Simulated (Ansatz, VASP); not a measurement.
**Al2O3 in VASP and in Ansatz**

```
Al O
1.0
     2.40251    1.38709    4.37208
    -2.40251    1.38709    4.37208
     0.00000   -2.77418    4.37208
Al O
4 6
Direct
  0.14790 0.14790 0.14790
  0.35210 0.35210 0.35210
  0.64790 0.64790 0.64790
  0.85210 0.85210 0.85210
  0.94385 0.55615 0.25000
  0.44385 0.75000 0.05615
  0.55615 0.25000 0.94385
  0.25000 0.94385 0.55615
  0.75000 0.05615 0.44385
  0.05615 0.44385 0.75000
```

Alike in both runs: task single point; functional r2SCAN; k mesh 6 × 6 × 6; occupations gaussian, width 0.1 eV; no spin polarisation.

|  | VASP | Ansatz |
| --- | --- | --- |
| version | VASP 6.6.1 | Ansatz 0.2.0 |
| potentials or method | VASP PAW PBE potentials, release 64 (Al, O), cutoff 520 eV | scalar-relativistic, plane waves, PAW |
| valence electrons in the cell | 48 | 48 |

Ansatz gave:

```
gap on the k mesh at the Fermi level (eV)                     : 6.77
least direct gap on the mesh (eV)                             : 6.77
pressure (GPa)                                                : -6.9
traceless stress, the component that is largest in VASP (GPa) : 0.29
rms of the force components (eV/Å)                            : 0.009
```

What did VASP give for the same quantities?

gap on the k mesh at the Fermi level (eV): 6.78; least direct gap on the mesh (eV): 6.78; pressure (GPa): -7.5; traceless stress, the component that is largest in VASP (GPa): 0.25; rms of the force components (eV/Å): 0.018.

VASP's potentials were made for PBE, not for r2SCAN. Atom by atom the forces differ by 0.008 eV/Å (rms over components). With one functional, cell and mesh, what is left measures potentials, basis and numerics.
